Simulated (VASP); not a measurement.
# ZrC (Fm-3m) in VASP: further runs

Runs on ZrC. Level: PBEsol. Tasks: relaxation of cell and atoms.

All numbers are computed with VASP 6.6.1; they aren't measurements. Logs are shortened: lines on timing, memory, paths and dates and some standing lists are left out, and cuts for length are marked.

### 1 The cell of the first run

The structure is cubic, space group Fm-3m (No. 225). The conventional cell has a = 4.730 Å, b = 4.730 Å, c = 4.730 Å, α = 90.00°, β = 90.00°, γ = 90.00°. Zr (site symmetry m-3m) has 6 C at 2.37 Å within 3.1 Å. Within 3.1 Å of C (site symmetry m-3m) lie 6 Zr at 2.37 Å.

### 2 Relaxation of cell and atoms, PBEsol

File INCAR:

```
SYSTEM = ZrC
PREC = Accurate ; ENCUT = 600
EDIFF = 1E-7 ; ISMEAR = -1
SIGMA = 0.1 ; LREAL = .FALSE.
LASPH = .TRUE. ; NELM = 60
ALGO = Normal ; ISIF = 3
LWAVE = .FALSE. ; LCHARG = .FALSE.
GGA = PS ; IBRION = 2
NSW = 100 ; EDIFFG = -0.002
```

File KPOINTS:

```
regular mesh
0
G
  18 18 18
  0 0 0
```

File POSCAR:

```
ZrC
1.0
    0.0000000000      2.3650000000      2.3650000000
    2.3650000000      0.0000000000      2.3650000000
    2.3650000000      2.3650000000      0.0000000000
Zr C
1 1
Direct
    0.5000000000      0.5000000000      0.5000000000
    0.0000000000      0.0000000000      0.0000000000
```

Potentials or basis: VASP PAW PBE potentials, release 64 (Zr_sv, C).

Launch:

```bash
> cat potpaw_PBE.64/Zr_sv/POTCAR potpaw_PBE.64/C/POTCAR > POTCAR
> mpirun -np 1 vasp_std > vasp.out
```

OUTCAR:

```text
SYSTEM = ZrC
   PREC = Accurate
   ENCUT = 600
   EDIFF = 1E-7
   ISMEAR = -1
   LREAL = .FALSE.
   LASPH = .TRUE.
   NELM = 60
   ISIF = 3
   GGA = PS
   IBRION = 2
   NSW = 100
   EDIFFG = -0.002

 ion  position               nearest neighbor table
   1  0.500  0.500  0.500-   2 2.37   2 2.37   2 2.37   2 2.37   2 2.37   2 2.37
   2  0.000  0.000  0.000-   1 2.37   1 2.37   1 2.37   1 2.37   1 2.37   1 2.37

  LATTYP: Found a face centered cubic cell.
 ALAT       =     4.7300000000

  Lattice vectors:

 A1 = (   0.0000000000,   2.3650000000,   2.3650000000)
 A2 = (   2.3650000000,   0.0000000000,   2.3650000000)
 A3 = (   2.3650000000,   2.3650000000,   0.0000000000)

Analysis of symmetry for initial positions (statically):
=====================================================================
 Subroutine PRICEL returns:
 Original cell was already a primitive cell.

 Routine SETGRP: Setting up the symmetry group for a
 face centered cubic supercell.

 Subroutine GETGRP returns: Found 48 space group operations
 (whereof 48 operations were pure point group operations)
 out of a pool of 48 trial point group operations.

The static configuration has the point symmetry O_h .

Analysis of symmetry for dynamics (positions and initial velocities):
=====================================================================
 Subroutine PRICEL returns:
 Original cell was already a primitive cell.

 Routine SETGRP: Setting up the symmetry group for a
 face centered cubic supercell.

 Subroutine GETGRP returns: Found 48 space group operations
 (whereof 48 operations were pure point group operations)
 out of a pool of 48 trial point group operations.

The dynamic configuration has the point symmetry O_h .

 Subroutine INISYM returns: Found 48 space group operations
 (whereof 48 operations are pure point group operations),
 and found     1 'primitive' translations

----------------------------------------------------------------------------------------

                                     Primitive cell

  volume of cell :      26.4560

  direct lattice vectors                    reciprocal lattice vectors
     0.000000000  2.365000000  2.365000000    -0.211416490  0.211416490  0.211416490
     2.365000000  0.000000000  2.365000000     0.211416490 -0.211416490  0.211416490
     2.365000000  2.365000000  0.000000000     0.211416490  0.211416490 -0.211416490

  length of vectors
     3.344615075  3.344615075  3.344615075     0.366184103  0.366184103  0.366184103

  position of ions in fractional coordinates (direct lattice)
     0.500000000  0.500000000  0.500000000
     0.000000000  0.000000000  0.000000000

[... 91 lines left out ...]
   ISMEAR =    -1;   SIGMA  =   0.10  broadening in eV -4-tet -1-fermi 0-gaus
   EFERMI_NEDOS =   21; number of points for ismear=-14 and -15
   IALGO  =     38    algorithm
   IMIX   =      4    mixing-type and parameters
     AMIX     =   0.40;   BMIX     =  1.00
     AMIX_MAG =   1.60;   BMIX_MAG =  1.00
  volume/ion in A,a.u.               =      13.23        89.27
  Fermi-wavevector in a.u.,A,eV,Ry     =   1.384439  2.616209 26.077880  1.916670
  Thomas-Fermi vector in A             =   2.508943
   LORBIT       =      0    0 simple, 1 ext, 2 COOP (PROOUT), +10 PAW based schemes
   GGA     = PS    functional components
   LHFCALC =     F    Hartree Fock is set to
   AEXX    =    0.0000 exact exchange contribution
   IVDW    =     0    specifies the selected vdW correction
   LEPSILON=     F    determine dielectric tensor
   LRPA    =     F    only Hartree local field effects (RPA)
 conjugate gradient relaxation of ions
 non-spin polarized calculation
  energy-cutoff  :      600.00
  volume of cell :       26.46
 maximum number of plane-waves:       903
   NGX = 13   NGY = 13   NGZ = 13

--------------------------------------- Ionic step        1  -------------------------------------------

 number of electron      16.0000000 magnetization

 Free energy of the ion-electron system (eV)
  ---------------------------------------------------
  ext. energy  EPLUGINS =         0.00000000
  ---------------------------------------------------
  free energy    TOTEN  =       -20.55400874 eV

  energy without entropy =      -20.54331675  energy(sigma->0) =      -20.54866274

------------------------ aborting loop because EDIFF is reached ----------------------------------------

  FORCE on cell =-STRESS in cart. coord.  units (eV):
  Direction    XX          YY          ZZ          XY          YZ          ZX
  --------------------------------------------------------------------------------------
  -------------------------------------------------------------------------------------
  Total       -1.3554814     -1.3554814     -1.3554814     -0.0000000      0.0000000      0.0000000
  in kB      -82.0881957    -82.0881957    -82.0881957     -0.0000000      0.0000000      0.0000000
  external PRESSURE =     -82.0881957 kB  Pullay stress =       0.0000000 kB
[... 23 lines left out ...]
--------------------------------------- Ionic step        2  -------------------------------------------

 number of electron      16.0000000 magnetization

 E-fermi :  10.4613     XC(G=0): -12.6835

 val. band max:       10.4539984772   @ k =   0.1111   0.0556   0.0000
 cond. band min:      10.4745539588   @ k =  -0.0556   0.0556   0.0000
 fundamental gap:      0.0205554815
 Fermi energy:        10.4612634697

 k-point     1 :       0.0000    0.0000    0.0000
  band No.  band energies     occupation
      1     -37.2216      2.00000
      2     -14.8973      2.00000
      3     -14.8973      2.00000
      4     -14.8973      2.00000
      5      -1.1035      2.00000
      6      11.4213      0.00014
      7      11.4213      0.00014
      8      11.4213      0.00014
      9      11.5264      0.00005
     10      11.5264      0.00005
     11      11.5264      0.00005
     12      13.4903      0.00000
[... 416 lines left out ...]
--------------------------------------- Ionic step        4  -------------------------------------------

 number of electron      16.0000000 magnetization

 Free energy of the ion-electron system (eV)
  ---------------------------------------------------
  ext. energy  EPLUGINS =         0.00000000
  ---------------------------------------------------
  free energy    TOTEN  =       -20.57986010 eV

  energy without entropy =      -20.56937858  energy(sigma->0) =      -20.57461934

 E-fermi :   9.7146     XC(G=0): -12.3731

 val. band max:        9.6859333645   @ k =  -0.0556   0.0556   0.0000
 cond. band min:       9.7198599307   @ k =   0.1111   0.1111   0.0000
 fundamental gap:      0.0339265663
 Fermi energy:         9.7145778545

 k-point     1 :       0.0000    0.0000    0.0000
  band No.  band energies     occupation
      1     -38.1916      2.00000
      2     -15.9200      2.00000
      3     -15.9200      2.00000
      4     -15.9200      2.00000
      5      -1.6374      2.00000
      6      10.6661      0.00015
      7      10.6661      0.00015
      8      10.6661      0.00015
      9      10.7734      0.00005
     10      10.7734      0.00005
     11      10.7734      0.00005
     12      12.5705      0.00000
[... 374 lines left out ...]
  FREE ENERGIE OF THE ION-ELECTRON SYSTEM (eV)
  ---------------------------------------------------
  free  energy   TOTEN  =       -20.5798600967 eV

  energy  without entropy=      -20.5693785785  energy(sigma->0) =      -20.57461934

 reached required accuracy - stopping structural energy minimisation
```

It took 2 min on 1 thread of AMD EPYC 9R45 (Zen 5), shared host; peak memory 0.2 GiB.

What came out:

```yaml
Free_energy: -20.5799 eV
Relaxed_volume: 12.74 Å³/atom
Relaxed_cell: a = 3.303 Å, b = 3.303 Å, c = 3.303 Å, α = 60.00°, β = 60.00°, γ = 60.00°
Space_group_after_relaxing_to_0.1_Å: Fm-3m (No. 225)
Energy_gained_by_relaxing: 12.9 meV/atom
Ionic_steps: 4
Pressure_after_relaxing: 0.0 GPa
Band_gap_on_the_k_mesh: zero (bands 8 and 9 overlap by 1.32 eV)
```

Step by step:
```csv
step,energy change (eV),largest force (eV/Å),pressure (GPa),volume (Å³)
1,0.0000,0.0000,-8.21,26.46
2,0.0496,0.0000,16.59,23.94
3,-0.0258,0.0000,-0.16,25.50
4,-0.0259,0.0000,0.01,25.48
```

Final structure:
```yaml
crystal:
  lattice:
    - [0.00000, 2.33549, 2.33549]
    - [2.33549, 0.00000, 2.33549]
    - [2.33549, 2.33549, 0.00000]
  atoms:
    - { symbol: Zr, position: [0.50000, 0.50000, 0.50000] }
    - { symbol: C, position: [0.00000, 0.00000, 0.00000] }
```

Levels at points of the mesh, in eV from the Fermi level:
```csv
k point,band 6,band 7,band 8,band 9,band 10,band 11
"(0.00, 0.00, 0.00)",0.95,0.95,0.95,1.06,1.06,1.06
"(0.50, 0.00, 0.00)",-5.41,-3.01,-3.01,4.60,4.60,5.45
"(0.50, 0.50, 0.00)",-2.04,-1.88,0.08,0.08,4.56,5.81
```

Caveat: the PAW data sets were made with another functional, which shifts forces and pressure a little.

### 3 Relaxation of cell and atoms, PBEsol, target pressure 1 GPa, at which the enthalpy is minimised

This run uses another cell than the first one, of 12.73 Å³/atom.

File INCAR:

```
SYSTEM = ZrC
PREC = Accurate
ENCUT = 600
EDIFF = 1E-7
ISMEAR = -1
SIGMA = 0.1
LREAL = .FALSE.
LASPH = .TRUE.
NELM = 60
ALGO = Normal
ISIF = 3
LWAVE = .FALSE.
LCHARG = .FALSE.
GGA = PS
IBRION = 2
NSW = 100
EDIFFG = -0.002
PSTRESS = 10.0
```

KPOINTS is that of step 2.

File POSCAR:

```
ZrC
1.0
    0.0000000000      2.3346624498      2.3346624498
    2.3346624498      0.0000000000      2.3346624498
    2.3346624498      2.3346624498      0.0000000000
Zr C
1 1
Direct
    0.5000000000      0.5000000000      0.5000000000
    0.0000000000      0.0000000000      0.0000000000
```

Potentials or basis: VASP PAW PBE potentials, release 64 (Zr_sv, C).

Launch:

```bash
> cat potpaw_PBE.64/Zr_sv/POTCAR potpaw_PBE.64/C/POTCAR > POTCAR
> mpirun -np 1 vasp_std > vasp.out
```

It took 97 s on 1 thread of Intel Xeon Platinum 8488C (Sapphire Rapids), shared host; peak memory 0.22 GiB.

The run converged. Its results:

```yaml
Free_energy: -20.5786 eV
Relaxed_volume: 12.69 Å³/atom
Relaxed_cell: a = 3.298 Å, b = 3.298 Å, c = 3.298 Å, α = 60.00°, β = 60.00°, γ = 60.00°
Space_group_after_relaxing_to_0.1_Å: Fm-3m (No. 225)
Energy_change_on_relaxing_the_run_minimises_the_enthalpy: +0.2 meV/atom
Ionic_steps: 3
Pressure_after_relaxing: 1.0 GPa
Band_gap_on_the_k_mesh: zero (bands 8 and 9 overlap by 1.33 eV)
```

Step by step:
```
step  energy change (eV)  largest force (eV/Å)  pressure (GPa)  volume (Å³)
   1              0.0000                0.0000            0.27        25.45
   2              0.0017                0.0000            2.30        25.24
   3              0.0003                0.0000            1.00        25.37
```

Final structure:
```
Zr C
1.0
     0.00000    2.33227    2.33227
     2.33227    0.00000    2.33227
     2.33227    2.33227    0.00000
Zr C
1 1
Cartesian
  2.3323 2.3323 2.3323
  0.0000 0.0000 0.0000
```

Levels at points of the mesh, in eV from the Fermi level:
```
           k point  band 4  band 5  band 6  band 7  band 8  band 9  band 10  band 11  band 12
(0.00, 0.00, 0.00)  -25.62  -11.37    0.95    0.95    0.95    1.06     1.06     1.06     2.87
(0.50, 0.00, 0.00)  -25.70   -8.13   -5.43   -3.02   -3.02    4.62     4.62     5.48     6.57
(0.50, 0.50, 0.00)  -25.93  -10.20   -2.03   -1.89    0.09    0.09     4.58     5.84     5.84
```

Caveat: the cell is relaxed towards a set pressure, so the run minimises the enthalpy, not the energy; the PAW data sets were made with another functional, which shifts forces and pressure a little.

### 4 Relaxation of cell and atoms, PBEsol, target pressure 2 GPa, at which the enthalpy is minimised

This run uses another cell than the first one, of 12.73 Å³/atom.

File INCAR:

```
SYSTEM = ZrC
ALGO = Normal
EDIFF = 1E-6
EDIFFG = -0.002
ENCUT = 600
GGA = PS
IBRION = 2
ISIF = 3
ISMEAR = -1
LASPH = .True.
LCHARG = .False.
LREAL = .False.
LWAVE = .False.
NELM = 100
NSW = 100
PREC = Accurate
PSTRESS = 20.0
SIGMA = 0.1
```

File KPOINTS:

```
k-points
0
Gamma
  18 18 18
  0 0 0
```

POSCAR is that of step 3.

Launch:

```bash
> cat potpaw_PBE.64/Zr_sv/POTCAR potpaw_PBE.64/C/POTCAR > POTCAR
> mpirun -np 1 vasp_std > vasp.out
```

Wall time 90 s (1 thread of Intel Xeon Platinum 8488C (Sapphire Rapids), shared host); peak memory 0.22 GiB.

Results (log left out):

```
Free energy                                                : -20.5776 eV
Relaxed volume                                             : 12.63 Å³/atom
Relaxed cell                                               : a = 3.294 Å, b = 3.294 Å, c = 3.294 Å, α = 60.00°, β = 60.00°, γ = 60.00°
Space group after relaxing (to 0.1 Å)                      : Fm-3m (No. 225)
Energy change on relaxing (the run minimises the enthalpy) : +0.6 meV/atom
Ionic steps                                                : 3
Pressure after relaxing                                    : 2.0 GPa
Band gap on the k mesh                                     : zero (bands 8 and 9 overlap by 1.33 eV)
```

The path:
| step | energy change (eV) | largest force (eV/Å) | pressure (GPa) | volume (Å³) |
| --- | --- | --- | --- | --- |
| 1 | 0.0000 | 0.0000 | 0.28 | 25.45 |
| 2 | 0.0084 | 0.0000 | 5.17 | 24.95 |
| 3 | 0.0013 | 0.0000 | 2.00 | 25.27 |

Final structure:
```xyz
2
Lattice="0.0000 2.3291 2.3291 2.3291 0.0000 2.3291 2.3291 2.3291 0.0000" Properties=species:S:1:pos:R:3 pbc="T T T"
Zr    2.3291    2.3291    2.3291
C     0.0000    0.0000    0.0000
```

Levels at points of the mesh, in eV from the Fermi level:
```csv
k point,band 4,band 5,band 6,band 7,band 8,band 9,band 10,band 11,band 12
"(0.00, 0.00, 0.00)",-25.60,-11.38,0.95,0.95,0.95,1.06,1.06,1.06,2.88
"(0.50, 0.00, 0.00)",-25.68,-8.12,-5.45,-3.04,-3.04,4.64,4.64,5.50,6.59
"(0.50, 0.50, 0.00)",-25.91,-10.22,-2.02,-1.91,0.09,0.09,4.61,5.87,5.87
```

Caveat: the cell is relaxed towards a set pressure, so the run minimises the enthalpy, not the energy; the PAW data sets were made with another functional, which shifts forces and pressure a little.

### 5 The runs side by side

| cell | gap on the mesh (eV) | pressure (GPa) |
| --- | --- | --- |
| relaxed from a = 3.345 Å, angles 60.0°, 2 atoms | none | 0.0 |
| relaxed to 1 GPa from a = 3.302 Å, angles 60.0°, 2 atoms | none | 1.0 |
| relaxed to 2 GPa from a = 3.302 Å, angles 60.0°, 2 atoms | none | 2.0 |

Alike in all rows: task relaxation of cell and atoms; level PBEsol; potentials or basis VASP PAW PBE potentials, release 64 (Zr_sv, C); no spin polarisation; k mesh 18 × 18 × 18; cutoff (eV) 600; smearing fermi-dirac 0.1 eV.

Caveats: the PAW data sets were made with another functional, which shifts forces and pressure a little; the cell is relaxed towards a set pressure, so the run minimises the enthalpy, not the energy (at least some runs).

Absolute energies hang on the potentials; compare differences alone.
